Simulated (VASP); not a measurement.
# Si (P4/mmm) in VASP: a series of runs

The runs below take Si through single point, relaxation of cell and atoms, with PBE.

Everything below comes from runs of VASP 6.6.1. Logs are shortened: lines on timing, memory, paths and dates and some standing lists are left out, and cuts for length are marked.

### 1 The cell of the first run

The structure is tetragonal, space group P4/mmm (No. 123). Conventional cell: a = 6.897 Å, b = 6.897 Å, c = 5.292 Å, α = 90.00°, β = 90.00°, γ = 90.00°. Si (site symmetry 2mm) has 3 Si at 2.22 to 2.33 Å within 2.9 Å. Si (site symmetry m2m) has 4 Si at 2.33 to 2.40 Å within 3.1 Å.

The cell was built from a structure type or drawn by symmetry, and may not be a known phase.

### 2 Single point, PBE

INCAR

```
PREC = Accurate ; ENCUT = 520
EDIFF = 1E-6 ; ISMEAR = 0
SIGMA = 0.1 ; LREAL = F
LASPH = T ; NELM = 60
ALGO = Normal ; ISIF = 2
LWAVE = F ; LCHARG = F
GGA = PE ; NBANDS = 26
```

KPOINTS

```
regular mesh
0
Gamma
  6 6 8
```

POSCAR

```
Si
1.0
    6.8967339300      0.0000000000      0.0000000000
    0.0000000000      6.8967339300      0.0000000000
    0.0000000000      0.0000000000      5.2918313761
Si
8
Direct
    0.5000000000      0.0000000000      0.7902957544
    0.0000000000      0.5000000000      0.7902957544
    0.2460289550      0.0000000000      0.5000000000
    0.7539710450      0.0000000000      0.5000000000
    0.0000000000      0.2460289550      0.5000000000
    0.0000000000      0.7539710450      0.5000000000
    0.5000000000      0.0000000000      0.2097042456
    0.0000000000      0.5000000000      0.2097042456
```

Potentials or basis: VASP PAW PBE potentials, release 64 (Si).

Started as:

```console
cat potpaw_PBE.64/Si/POTCAR > POTCAR
mpirun -np 1 vasp_std > vasp.out
```

OUTCAR:

```text
PREC = Accurate
   ENCUT = 520
   EDIFF = 1E-6
   ISMEAR = 0
   LREAL = F
   LASPH = T
   NELM = 60
   ISIF = 2
   GGA = PE

 ion  position               nearest neighbor table
   1  0.500  0.000  0.790-   7 2.22   4 2.33   3 2.33   7 3.07
   2  0.000  0.500  0.790-   8 2.22   6 2.33   5 2.33   8 3.07
   3  0.246  0.000  0.500-   1 2.33   7 2.33   6 2.40   5 2.40
   4  0.754  0.000  0.500-   1 2.33   7 2.33   6 2.40   5 2.40
   5  0.000  0.246  0.500-   2 2.33   8 2.33   4 2.40   3 2.40
   6  0.000  0.754  0.500-   2 2.33   8 2.33   4 2.40   3 2.40
   7  0.500  0.000  0.210-   1 2.22   3 2.33   4 2.33   1 3.07
   8  0.000  0.500  0.210-   2 2.22   5 2.33   6 2.33   2 3.07

  LATTYP: Found a simple tetragonal cell.
 ALAT       =     6.8967339300
 C/A-ratio  =     0.7672952777

  Lattice vectors:

 A1 = (   6.8967339300,   0.0000000000,   0.0000000000)
 A2 = (   0.0000000000,   6.8967339300,   0.0000000000)
 A3 = (   0.0000000000,   0.0000000000,   5.2918313761)

Analysis of symmetry for initial positions (statically):
=====================================================================
 Subroutine PRICEL returns:
 Original cell was already a primitive cell.

 Routine SETGRP: Setting up the symmetry group for a
 simple tetragonal supercell.

 Subroutine GETGRP returns: Found 16 space group operations
 (whereof 16 operations were pure point group operations)
 out of a pool of 16 trial point group operations.

The static configuration has the point symmetry D_4h.

Analysis of symmetry for dynamics (positions and initial velocities):
=====================================================================
 Subroutine PRICEL returns:
 Original cell was already a primitive cell.

 Routine SETGRP: Setting up the symmetry group for a
 simple tetragonal supercell.

 Subroutine GETGRP returns: Found 16 space group operations
 (whereof 16 operations were pure point group operations)
 out of a pool of 16 trial point group operations.

The dynamic configuration has the point symmetry D_4h.

 Subroutine INISYM returns: Found 16 space group operations
 (whereof 16 operations are pure point group operations),
 and found     1 'primitive' translations

----------------------------------------------------------------------------------------

                                     Primitive cell

  volume of cell :     251.7056

  direct lattice vectors                    reciprocal lattice vectors
     6.896733930  0.000000000  0.000000000     0.144996169  0.000000000  0.000000000
     0.000000000  6.896733930  0.000000000     0.000000000  0.144996169  0.000000000
     0.000000000  0.000000000  5.291831376     0.000000000  0.000000000  0.188970496

  length of vectors
     6.896733930  6.896733930  5.291831376     0.144996169  0.144996169  0.188970496

  position of ions in fractional coordinates (direct lattice)
     0.500000000  0.000000000  0.790295754
     0.000000000  0.500000000  0.790295754
     0.246028955  0.000000000  0.500000000
     0.753971045  0.000000000  0.500000000
     0.000000000  0.246028955  0.500000000
     0.000000000  0.753971045  0.500000000
     0.500000000  0.000000000  0.209704246
     0.000000000  0.500000000  0.209704246

  ion indices of the primitive-cell ions
   primitive index   ion index
                 1           1
                 2           2
                 3           3
                 4           4
                 5           5
                 6           6
                 7           7
                 8           8

----------------------------------------------------------------------------------------

 KPOINTS: regular mesh

Automatic generation of k-mesh.
 Grid dimensions read from file:
 generate k-points for:    6    6    8

 Generating k-lattice:

  Cartesian coordinates                     Fractional coordinates (reciprocal lattice)
     0.024166028  0.000000000  0.000000000     0.166666667  0.000000000  0.000000000
     0.000000000  0.024166028  0.000000000     0.000000000  0.166666667  0.000000000
     0.000000000  0.000000000  0.023621312     0.000000000  0.000000000  0.125000000

  Length of vectors
     0.024166028  0.024166028  0.023621312

  Shift w.r.t. Gamma in fractional coordinates (k-lattice)
     0.000000000  0.000000000  0.000000000

 Subroutine IBZKPT returns following result:
 ===========================================

 Found     50 irreducible k-points:

 Following reciprocal coordinates:
            Coordinates               Weight
  0.000000  0.000000  0.000000      1.000000
  0.166667  0.000000  0.000000      4.000000
  0.333333  0.000000  0.000000      4.000000
  0.500000  0.000000  0.000000      2.000000
  0.166667  0.166667  0.000000      4.000000
  0.333333  0.166667  0.000000      8.000000
[... 16 lines left out ...]
  0.333333  0.000000  0.250000      8.000000
  0.500000  0.000000  0.250000      4.000000
 [... further k-points ...]
   k-points           NKPTS =     50   k-points in BZ     NKDIM =     50   number of bands    NBANDS=     26
   number of dos      NEDOS =    301   number of ions     NIONS =      8
   total plane-waves  NPLWV = 116640
   dimension x,y,z NGX =    54 NGY =   54 NGZ =   40
   dimension x,y,z NGXF=   108 NGYF=  108 NGZF=   80
   ions per type =               8
   NGX,Y,Z   is equivalent  to a cutoff of  13.02, 13.02, 12.57 a.u.
   NGXF,Y,Z  is equivalent  to a cutoff of  26.03, 26.03, 25.13 a.u.
 SYSTEM =  unknown system
   PREC   = accura    normal or accurate (medium, high low for compatibility)
   ISTART =      0    job   : 0-new  1-cont  2-samecut
   ICHARG =      2    charge: 1-file 2-atom 10-const
   ISPIN  =      1    spin polarized calculation?
   LNONCOLLINEAR =      F non collinear calculations
   LSORBIT =      F    spin-orbit coupling
   LASPH  =      T    aspherical Exc in radial PAW
   ENCUT  =  520.0 eV  38.22 Ry    6.18 a.u.  12.82 12.82  9.84*2*pi/ulx,y,z
   NELM   =     60;   NELMIN=  2; NELMDL= -5     # of ELM steps
   EDIFF  = 0.1E-05   stopping-criterion for ELM
   LREAL  =      F    real-space projection
   EDIFFG = 0.1E-04   stopping-criterion for IOM
   NSW    =      0    number of steps for IOM
   IBRION =     -1    ionic relax: 0-MD 1-quasi-New 2-CG
   NFREE  =      0    steps in history (QN), initial steepest desc. (CG)
   ISIF   =      2    stress and relaxation
   ISYM   =      2    0-nonsym 1-usesym 2-fastsym
   POTIM  = 0.5000    time-step for ionic-motion
   TEBEG  =    0.0;   TEEND  =   0.0 temperature during run
   PSTRESS=    0.0 pullay stress
   NELECT =      32.0000    total number of electrons
   NUPDOWN=      -1.0000    fix difference up-down
   EMIN   =  10.00;   EMAX   =-10.00  energy-range for DOS
   EFERMI =   0.00;   METHOD = LEGACY
   ISMEAR =     0;   SIGMA  =   0.10  broadening in eV -4-tet -1-fermi 0-gaus
   EFERMI_NEDOS =   21; number of points for ismear=-14 and -15
   IALGO  =     38    algorithm
   IMIX   =      4    mixing-type and parameters
     AMIX     =   0.40;   BMIX     =  1.00
     AMIX_MAG =   1.60;   BMIX_MAG =  1.00
  volume/ion in A,a.u.               =      31.46       212.32
  Fermi-wavevector in a.u.,A,eV,Ry     =   0.823178  1.555581  9.219611  0.677622
  Thomas-Fermi vector in A             =   1.934643
   LORBIT       =      0    0 simple, 1 ext, 2 COOP (PROOUT), +10 PAW based schemes
   GGA     = PE    functional components
   LHFCALC =     F    Hartree Fock is set to
   AEXX    =    0.0000 exact exchange contribution
   IVDW    =     0    specifies the selected vdW correction
   LEPSILON=     F    determine dielectric tensor
   LRPA    =     F    only Hartree local field effects (RPA)
 non-spin polarized calculation
 Gauss-broadening in eV      SIGMA  =   0.10
  energy-cutoff  :      520.00
  volume of cell :      251.71
 maximum number of plane-waves:      6828
 NGX is ok and might be reduce to    54
   NGX = 25   NGY = 25   NGZ = 19

 number of electron      32.0000000 magnetization

 Free energy of the ion-electron system (eV)
  ---------------------------------------------------
  ext. energy  EPLUGINS =         0.00000000
  ---------------------------------------------------
  free energy    TOTEN  =       -38.94543816 eV

  energy without entropy =      -38.93660017  energy(sigma->0) =      -38.94101917

 E-fermi :   1.9035     XC(G=0):  -7.1594

 val. band max:        1.9012768521   @ k =   0.5000   0.3333   0.1250
 cond. band min:       1.9096643105   @ k =   0.3333   0.3333   0.5000
 fundamental gap:      0.0083874584
 Fermi energy:         1.9034763740

 k-point     1 :       0.0000    0.0000    0.0000
  band No.  band energies     occupation
      1      -9.3074      2.00000
      2      -8.1429      2.00000
      3      -5.9028      2.00000
      4      -5.6025      2.00000
      5      -5.6025      2.00000
      6      -3.6387      2.00000
[... 18 lines left out ...]
     25       5.6471      0.00000
     26       5.6471      0.00000

 k-point     2 :       0.1667    0.0000    0.0000
  band No.  band energies     occupation
      1      -9.2521      2.00000
      2      -8.2134      2.00000
      3      -6.3417      2.00000
      4      -5.5971      2.00000
      5      -5.0131      2.00000
      6      -3.6026      2.00000
[... 18 lines left out ...]
     25       5.5590      0.00000
     26       5.9962      0.00000

 k-point     3 :       0.3333    0.0000    0.0000
  band No.  band energies     occupation
      1      -9.1050      2.00000
      2      -8.4005      2.00000
      3      -6.6717      2.00000
      4      -5.5860      2.00000
      5      -4.3339      2.00000
      6      -3.5031      2.00000
[... 572 lines left out ...]
 k-point    23 :       0.3333    0.0000    0.2500
  band No.  band energies     occupation
      1      -8.9319      2.00000
      2      -8.1374      2.00000
      3      -6.6268      2.00000
      4      -5.5511      2.00000
      5      -5.5195      2.00000
      6      -5.2065      2.00000
[... 18 lines left out ...]
     25       6.0718      0.00000
     26       6.5711      0.00000

 k-point    24 :       0.5000    0.0000    0.2500
  band No.  band energies     occupation
      1      -8.8155      2.00000
      2      -8.2871      2.00000
      3      -6.7043      2.00000
      4      -5.5392      2.00000
      5      -5.5142      2.00000
      6      -5.2187      2.00000
[... 18 lines left out ...]
     25       6.6264      0.00000
     26       6.7397      0.00000

 [... further k-points ...]

------------------------ aborting loop because EDIFF is reached ----------------------------------------

  FORCE on cell =-STRESS in cart. coord.  units (eV):
  Direction    XX          YY          ZZ          XY          YZ          ZX
  --------------------------------------------------------------------------------------
  -------------------------------------------------------------------------------------
  Total       -0.0681583     -0.0681583     -0.0882641      0.0000000      0.0000000      0.0000000
  in kB       -0.4338470     -0.4338470     -0.5618257      0.0000000      0.0000000      0.0000000
  external PRESSURE =      -0.4765066 kB  Pullay stress =       0.0000000 kB

 VOLUME and BASIS-vectors are now :
 -----------------------------------------------------------------------------
  energy-cutoff  :      520.00
  volume of cell :      251.71
      direct lattice vectors                 reciprocal lattice vectors
     6.896733930  0.000000000  0.000000000     0.144996169  0.000000000  0.000000000
     0.000000000  6.896733930  0.000000000     0.000000000  0.144996169  0.000000000
     0.000000000  0.000000000  5.291831376     0.000000000  0.000000000  0.188970496

 POSITION                                       TOTAL-FORCE (eV/Angst)
 -----------------------------------------------------------------------------------
      3.44837      0.00000      4.18211         0.000000     -0.000000      0.003999
      0.00000      3.44837      4.18211         0.000000      0.000000      0.003999
      1.69680      0.00000      2.64592         0.000882      0.000000      0.000000
      5.19994      0.00000      2.64592        -0.000882     -0.000000      0.000000
      0.00000      1.69680      2.64592         0.000000      0.000882      0.000000
      0.00000      5.19994      2.64592         0.000000     -0.000882      0.000000
      3.44837      0.00000      1.10972         0.000000      0.000000     -0.003999
      0.00000      3.44837      1.10972         0.000000      0.000000     -0.003999
 -----------------------------------------------------------------------------------
    total drift:                               -0.000000     -0.000000     -0.000000

  FREE ENERGIE OF THE ION-ELECTRON SYSTEM (eV)
  ---------------------------------------------------
  free  energy   TOTEN  =       -38.9454381646 eV

  energy  without entropy=      -38.9366001735  energy(sigma->0) =      -38.94101917
```

It took 9.2 min on 1 thread of Intel Xeon 8259CL, shared host; peak memory 0.45 GiB.

Results:

```yaml
Free_energy: -38.9454 eV
Pressure: 0.0 GPa
Largest_force: 0.004 eV/Å
Band_gap_on_the_k_mesh: zero (bands 16 and 17 overlap by 0.72 eV)
```

Forces in eV/Å, atoms in the order of the input:
```
Si   0.000  0.000  0.004
Si   0.000  0.000  0.004
Si   0.001  0.000  0.000
Si  -0.001  0.000  0.000
Si   0.000  0.001  0.000
Si   0.000 -0.001  0.000
Si   0.000  0.000 -0.004
Si   0.000  0.000 -0.004
```

Caveat: semilocal functionals underestimate gaps, so a narrow gap can read as zero.

### 3 Relaxation of cell and atoms, PBE

This run uses another cell than the first one, of 23.78 Å³/atom.

INCAR

```
  ALGO = Normal
  EDIFF = 1E-6
  EDIFFG = -0.04
  ENCUT = 600
  GGA = PE
  IBRION = 2
  ISIF = 3
  ISMEAR = 0
  LASPH = True
  LCHARG = False
  LREAL = False
  LWAVE = False
  NELM = 80
  NSW = 90
  PREC = Accurate
  SIGMA = 0.1
```

KPOINTS

```
k-points
0
Gamma
  4 4 4
```

POSCAR

```
Si
1.0
    6.1831679600      0.0000000000      0.0000000000
    0.0000000000      6.1831679600      0.0000000000
    0.0000000000      0.0000000000      4.9766435100
Si
8
Direct
    0.5000000000      0.0000000000      0.7874207200
    0.0000000000      0.5000000000      0.7874207200
    0.2422528100      0.0000000000      0.5000000000
    0.7577471900      0.0000000000      0.5000000000
    0.0000000000      0.2422528100      0.5000000000
    0.0000000000      0.7577471900      0.5000000000
    0.5000000000      0.0000000000      0.2125792800
    0.0000000000      0.5000000000      0.2125792800
```

Potentials or basis: VASP PAW PBE potentials, release 64 (Si).

Started as:

```console
cat potpaw_PBE.64/Si/POTCAR > POTCAR
mpirun -np 1 vasp_std > vasp.out
```

Run time: 10 min. Hardware: 1 thread of Intel Xeon 8259CL, shared host; peak memory 0.33 GiB.

The run converged. Its results:

```yaml
Free_energy: -38.9058 eV
Relaxed_volume: 31.40 Å³/atom
Relaxed_cell: a = 6.889 Å, b = 6.889 Å, c = 5.294 Å, α = 90.00°, β = 90.00°, γ = 90.00°
Space_group_after_relaxing_to_0.1_Å: P4/mmm (No. 123)
Energy_gained_by_relaxing: 477.8 meV/atom
Ionic_steps: 9
Pressure_after_relaxing: 0.0 GPa
Largest_force_after_relaxing: 0.007 eV/Å
Band_gap_on_the_k_mesh: zero (bands 16 and 17 overlap by 0.72 eV)
```

Forces on the atoms (eV/Å):
```
Si   0.000  0.000 -0.003
Si   0.000  0.000 -0.003
Si   0.007  0.000  0.000
Si  -0.007  0.000  0.000
Si   0.000  0.007  0.000
Si   0.000 -0.007  0.000
Si   0.000  0.000  0.003
Si   0.000  0.000  0.003
```

The path:
```
step  energy change (eV)  largest force (eV/Å)  pressure (GPa)  volume (Å³)
   1              0.0000                1.4932           24.60       190.26
   2             -2.0970                0.6864           -6.82       309.57
   3             -3.7655                0.1870           -0.21       249.51
   4             -3.7663                0.1686            0.06       248.22
   5             -3.7998                0.2327            0.34       248.70
   6             -3.8022                0.2619            0.44       248.86
   7             -3.8201                0.1078           -0.19       252.15
   8             -3.8201                0.1018           -0.21       252.27
   9             -3.8220                0.0067            0.00       251.22
```

Final structure:
```
Si
1.0
     6.88879    0.00000    0.00000
     0.00000    6.88879    0.00000
     0.00000    0.00000    5.29385
Si
8
Direct
  0.50000 0.00000 0.79046
  0.00000 0.50000 0.79046
  0.24640 0.00000 0.50000
  0.75360 0.00000 0.50000
  0.00000 0.24640 0.50000
  0.00000 0.75360 0.50000
  0.50000 0.00000 0.20954
  0.00000 0.50000 0.20954
```

Levels at points of the mesh, in eV from the Fermi level:
```csv
k point,band 13,band 14,band 15,band 16,band 17,band 18,band 19,band 20
"(0.00, 0.00, 0.00)",-1.64,-1.64,-0.61,-0.61,0.66,2.50,2.50,2.56
"(0.50, 0.00, 0.00)",-1.62,-1.36,-1.20,-0.02,1.59,2.15,2.24,2.31
"(0.50, 0.50, 0.00)",-2.82,-0.97,-0.68,0.37,1.24,1.83,2.56,2.70
"(0.00, 0.00, 0.50)",-1.40,-0.63,-0.27,-0.27,0.53,0.53,1.20,2.15
"(0.50, 0.00, 0.50)",-0.97,-0.79,-0.44,-0.38,-0.35,1.26,1.82,2.33
"(0.50, 0.50, 0.50)",-1.07,-1.07,-1.00,0.21,0.23,2.22,2.41,2.46
```

Caveat: the volume moved by over 15 % at a fixed basis, so the end points are rough; semilocal functionals underestimate gaps, so a narrow gap can read as zero.
